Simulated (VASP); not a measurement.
# ZrS2 (P-3m1) in VASP: a series of runs

The runs below take ZrS2 through single point, with LDA.

Everything below comes from runs of VASP 6.6.1. Logs are shortened: lines on timing, memory, paths and dates and some standing lists are left out, and cuts for length are marked.

## (1) The cell of the first run

Symmetry: P-3m1, No. 164, trigonal system. Conventional cell: a = 3.616 Å, b = 3.616 Å, c = 5.918 Å, α = 90.00°, β = 90.00°, γ = 120.00°. Zr (site symmetry -3m) has 6 S at 2.52 Å within 3.3 Å. S (site symmetry 3m) has 3 Zr at 2.52 Å within 3.3 Å.

## (2) Single point, LDA

Contents of INCAR:

```
  PREC = Accurate
  ENCUT = 500
  EDIFF = 1E-6
  ISMEAR = 1
  SIGMA = 0.01
  LREAL = False
  LASPH = True
  NELM = 120
  ALGO = Normal
  ISIF = 2
  LWAVE = False
  LCHARG = False
  GGA = CA
  NBANDS = 19
  GGA_COMPAT = False
```

Contents of KPOINTS:

```
Automatic mesh
0
Gamma
  6 6 4
```

Contents of POSCAR:

```
ZrS2
1.0
    3.6160275087      0.0000000000      0.0000000000
   -1.8080132646      3.1315712395      0.0000000000
    0.0000000000      0.0000000000      5.9177551109
Zr S
1 2
Direct
    0.0000000000      0.0000000000      0.0000000000
    0.6666666667      0.3333333333      0.7620900000
    0.3333333333      0.6666666667      0.2379100000
```

Potentials or basis: VASP PAW LDA potentials, release 64 (Zr_sv, S).

Launch:

```console
cat potpaw_LDA.64/Zr_sv/POTCAR potpaw_LDA.64/S/POTCAR > POTCAR
mpirun -np 1 vasp_std > vasp.out
```

OUTCAR:

```text
PREC = Accurate
   ENCUT = 500
   EDIFF = 1E-6
   ISMEAR = 1
   LREAL = False
   LASPH = True
   NELM = 120
   ISIF = 2
   GGA = CA

 ion  position               nearest neighbor table
   1  0.000  0.000  0.000-   3 2.52   2 2.52   3 2.52   2 2.52   2 2.52   3 2.52
   2  0.667  0.333  0.762-   1 2.52   1 2.52   1 2.52
   3  0.333  0.667  0.238-   1 2.52   1 2.52   1 2.52

  LATTYP: Found a hexagonal cell.
 ALAT       =     3.6160275087
 C/A-ratio  =     1.6365348706

  Lattice vectors:

 A1 = (   3.6160275087,   0.0000000000,   0.0000000000)
 A2 = (  -1.8080132646,   3.1315712395,   0.0000000000)
 A3 = (   0.0000000000,   0.0000000000,   5.9177551109)

Analysis of symmetry for initial positions (statically):
=====================================================================
 Subroutine PRICEL returns:
 Original cell was already a primitive cell.

 Routine SETGRP: Setting up the symmetry group for a
 hexagonal supercell.

 Subroutine GETGRP returns: Found 12 space group operations
 (whereof 12 operations were pure point group operations)
 out of a pool of 24 trial point group operations.

The static configuration has the point symmetry D_3d.

Analysis of symmetry for dynamics (positions and initial velocities):
=====================================================================
 Subroutine PRICEL returns:
 Original cell was already a primitive cell.

 Routine SETGRP: Setting up the symmetry group for a
 hexagonal supercell.

 Subroutine GETGRP returns: Found 12 space group operations
 (whereof 12 operations were pure point group operations)
 out of a pool of 24 trial point group operations.

The dynamic configuration has the point symmetry D_3d.

 Subroutine INISYM returns: Found 12 space group operations
 (whereof 12 operations are pure point group operations),
 and found     1 'primitive' translations

----------------------------------------------------------------------------------------

                                     Primitive cell

  volume of cell :      67.0118

  direct lattice vectors                    reciprocal lattice vectors
     3.616027509  0.000000000  0.000000000     0.276546569  0.159664215  0.000000000
    -1.808013265  3.131571239  0.000000000     0.000000000  0.319328517  0.000000000
     0.000000000  0.000000000  5.917755111     0.000000000  0.000000000  0.168982998

  length of vectors
     3.616027509  3.616026879  5.917755111     0.319328462  0.319328517  0.168982998

  position of ions in fractional coordinates (direct lattice)
     0.000000000  0.000000000  0.000000000
     0.666666667  0.333333333  0.762090000
     0.333333333  0.666666667  0.237910000

  ion indices of the primitive-cell ions
   primitive index   ion index
                 1           1
                 2           2
                 3           3

----------------------------------------------------------------------------------------

 KPOINTS: Automatic mesh

Automatic generation of k-mesh.
 Grid dimensions read from file:
 generate k-points for:    6    6    4

 Generating k-lattice:

  Cartesian coordinates                     Fractional coordinates (reciprocal lattice)
     0.046091095  0.026610703  0.000000000     0.166666667  0.000000000  0.000000000
     0.000000000  0.053221420  0.000000000     0.000000000  0.166666667  0.000000000
     0.000000000  0.000000000  0.042245749     0.000000000  0.000000000  0.250000000

  Length of vectors
     0.053221410  0.053221420  0.042245749

  Shift w.r.t. Gamma in fractional coordinates (k-lattice)
     0.000000000  0.000000000  0.000000000

 Subroutine IBZKPT returns following result:
 ===========================================

 Found     24 irreducible k-points:

 Following reciprocal coordinates:
            Coordinates               Weight
  0.000000  0.000000  0.000000      1.000000
  0.166667  0.000000  0.000000      6.000000
  0.333333 -0.000000  0.000000      6.000000
  0.500000  0.000000  0.000000      3.000000
  0.166667  0.166667  0.000000      6.000000
  0.333333  0.166667  0.000000     12.000000
[... 16 lines left out ...]
  0.333333  0.166667  0.500000     12.000000
  0.333333  0.333333  0.500000      2.000000
   k-points           NKPTS =     24   k-points in BZ     NKDIM =     24   number of bands    NBANDS=     19
   number of dos      NEDOS =    301   number of ions     NIONS =      3
   total plane-waves  NPLWV =  37632
   dimension x,y,z NGX =    28 NGY =   28 NGZ =   48
   dimension x,y,z NGXF=    56 NGYF=   56 NGZF=   96
   ions per type =               1   2
   NGX,Y,Z   is equivalent  to a cutoff of  12.87, 12.87, 13.48 a.u.
   NGXF,Y,Z  is equivalent  to a cutoff of  25.75, 25.75, 26.97 a.u.
 SYSTEM =  unknown system
   PREC   = accura    normal or accurate (medium, high low for compatibility)
   ISTART =      0    job   : 0-new  1-cont  2-samecut
   ICHARG =      2    charge: 1-file 2-atom 10-const
   ISPIN  =      1    spin polarized calculation?
   LNONCOLLINEAR =      F non collinear calculations
   LSORBIT =      F    spin-orbit coupling
   LASPH  =      T    aspherical Exc in radial PAW
   ENCUT  =  500.0 eV  36.75 Ry    6.06 a.u.   6.59  6.59 10.79*2*pi/ulx,y,z
   NELM   =    120;   NELMIN=  2; NELMDL= -5     # of ELM steps
   EDIFF  = 0.1E-05   stopping-criterion for ELM
   LREAL  =      F    real-space projection
   EDIFFG = 0.1E-04   stopping-criterion for IOM
   NSW    =      0    number of steps for IOM
   IBRION =     -1    ionic relax: 0-MD 1-quasi-New 2-CG
   NFREE  =      0    steps in history (QN), initial steepest desc. (CG)
   ISIF   =      2    stress and relaxation
   ISYM   =      2    0-nonsym 1-usesym 2-fastsym
   POTIM  = 0.5000    time-step for ionic-motion
   TEBEG  =    0.0;   TEEND  =   0.0 temperature during run
   PSTRESS=    0.0 pullay stress
   NELECT =      24.0000    total number of electrons
   NUPDOWN=      -1.0000    fix difference up-down
   EMIN   =  10.00;   EMAX   =-10.00  energy-range for DOS
   EFERMI =   0.00;   METHOD = LEGACY
   ISMEAR =     1;   SIGMA  =   0.01  broadening in eV -4-tet -1-fermi 0-gaus
   EFERMI_NEDOS =   21; number of points for ismear=-14 and -15
   IALGO  =     38    algorithm
   IMIX   =      4    mixing-type and parameters
     AMIX     =   0.40;   BMIX     =  1.00
     AMIX_MAG =   1.60;   BMIX_MAG =  1.00
  volume/ion in A,a.u.               =      22.34       150.74
  Fermi-wavevector in a.u.,A,eV,Ry     =   1.162594  2.196985 18.389986  1.351626
  Thomas-Fermi vector in A             =   2.299154
   LORBIT       =      0    0 simple, 1 ext, 2 COOP (PROOUT), +10 PAW based schemes
   GGA     = CA    functional components
   LHFCALC =     F    Hartree Fock is set to
   AEXX    =    0.0000 exact exchange contribution
   IVDW    =     0    specifies the selected vdW correction
   LEPSILON=     F    determine dielectric tensor
   LRPA    =     F    only Hartree local field effects (RPA)
 non-spin polarized calculation
 Methfessel and Paxton  Order N= 1 SIGMA  =   0.01
  energy-cutoff  :      500.00
  volume of cell :       67.01
 maximum number of plane-waves:      1737
 NGX is ok and might be reduce to    28
   NGX = 13   NGY = 13   NGZ = 21

 number of electron      24.0000002 magnetization

 Free energy of the ion-electron system (eV)
  ---------------------------------------------------
  ext. energy  EPLUGINS =         0.00000000
  ---------------------------------------------------
  free energy    TOTEN  =       -23.35026880 eV

  energy without entropy =      -23.35026880  energy(sigma->0) =      -23.35026880

 E-fermi :   4.6611     XC(G=0):  -9.9583

 val. band max:        4.5492080142   @ k =   0.1667   0.0000   0.0000
 cond. band min:       5.4453030949   @ k =   0.5000   0.0000   0.5000
 fundamental gap:      0.8960950807
 Fermi energy:         4.6611090358

 k-point     1 :       0.0000    0.0000    0.0000
  band No.  band energies     occupation
      1     -43.9110      2.00000
      2     -22.1846      2.00000
      3     -22.0034      2.00000
      4     -22.0034      2.00000
      5      -8.2175      2.00000
      6      -6.5941      2.00000
[... 11 lines left out ...]
     18      10.3949      0.00000
     19      10.4528      0.00000

 k-point     2 :       0.1667    0.0000    0.0000
  band No.  band energies     occupation
      1     -43.9047      2.00000
      2     -22.1664      2.00000
      3     -22.0878      2.00000
      4     -22.0212      2.00000
      5      -7.9095      2.00000
      6      -6.6830      2.00000
[... 11 lines left out ...]
     18      11.5268      0.00000
     19      12.1242      0.00000

 k-point     3 :       0.3333   -0.0000    0.0000
  band No.  band energies     occupation
      1     -43.8922      2.00000
      2     -22.2529      2.00000
      3     -22.1281      2.00000
      4     -22.0567      2.00000
      5      -7.2924      2.00000
      6      -6.7837      2.00000
[... 11 lines left out ...]
     18      12.1039      0.00000
     19      12.8482      0.00000

 k-point     4 :       0.5000    0.0000    0.0000
  band No.  band energies     occupation
      1     -43.8859      2.00000
      2     -22.3325      2.00000
      3     -22.1094      2.00000
      4     -22.0742      2.00000
      5      -7.1577      2.00000
      6      -6.5963      2.00000
[... 407 lines left out ...]
     18      13.1639      0.00000
     19      13.2709      0.00000

 k-point    23 :       0.3333    0.1667    0.5000
  band No.  band energies     occupation
      1     -43.8859      2.00000
      2     -22.2895      2.00000
      3     -22.1209      2.00000
      4     -22.1082      2.00000
      5      -7.0765      2.00000
      6      -6.6779      2.00000
[... 11 lines left out ...]
     18      11.7904      0.00000
     19      12.5809      0.00000

 k-point    24 :       0.3333    0.3333    0.5000
  band No.  band energies     occupation
      1     -43.8828      2.00000
      2     -22.2293      2.00000
      3     -22.2293      2.00000
      4     -22.1013      2.00000
      5      -6.8024      2.00000
      6      -6.8024      2.00000
[... 11 lines left out ...]
     18      12.5750      0.00000
     19      13.3510      0.00000

------------------------ aborting loop because EDIFF is reached ----------------------------------------

  FORCE on cell =-STRESS in cart. coord.  units (eV):
  Direction    XX          YY          ZZ          XY          YZ          ZX
  --------------------------------------------------------------------------------------
  -------------------------------------------------------------------------------------
  Total        0.4594190      0.4594189      0.6613052      0.0000001      0.0000000      0.0000000
  in kB       10.9842031     10.9842000     15.8110802      0.0000017      0.0000000      0.0000000
  external PRESSURE =      12.5931611 kB  Pullay stress =       0.0000000 kB

 VOLUME and BASIS-vectors are now :
 -----------------------------------------------------------------------------
  energy-cutoff  :      500.00
  volume of cell :       67.01
      direct lattice vectors                 reciprocal lattice vectors
     3.616027509  0.000000000  0.000000000     0.276546569  0.159664215  0.000000000
    -1.808013265  3.131571239  0.000000000     0.000000000  0.319328517  0.000000000
     0.000000000  0.000000000  5.917755111     0.000000000  0.000000000  0.168982998

 POSITION                                       TOTAL-FORCE (eV/Angst)
 -----------------------------------------------------------------------------------
      0.00000      0.00000      0.00000         0.000000      0.000000     -0.000000
      1.80801      1.04386      4.50986         0.000000      0.000000     -0.455700
      0.00000      2.08771      1.40789        -0.000000     -0.000000      0.455700
 -----------------------------------------------------------------------------------
    total drift:                                0.000000      0.000000     -0.000000

  FREE ENERGIE OF THE ION-ELECTRON SYSTEM (eV)
  ---------------------------------------------------
  free  energy   TOTEN  =       -23.3502688046 eV

  energy  without entropy=      -23.3502688046  energy(sigma->0) =      -23.35026880
```

It took 20 s on 1 thread of Intel Xeon Platinum 8488C (Sapphire Rapids), shared host; peak memory 0.16 GiB.

What came out:

```yaml
Free_energy: -23.3503 eV
Pressure: 1.3 GPa
Largest_force: 0.456 eV/Å
Band_gap_on_the_k_mesh: 0.90 eV (least direct gap 1.54 eV)
```

Forces in eV/Å, atoms in the order of the input:
```
Zr   0.000  0.000  0.000
S    0.000  0.000 -0.456
S    0.000  0.000  0.456
```

A k mesh can miss the band edges.

[end of part 1 of 3]
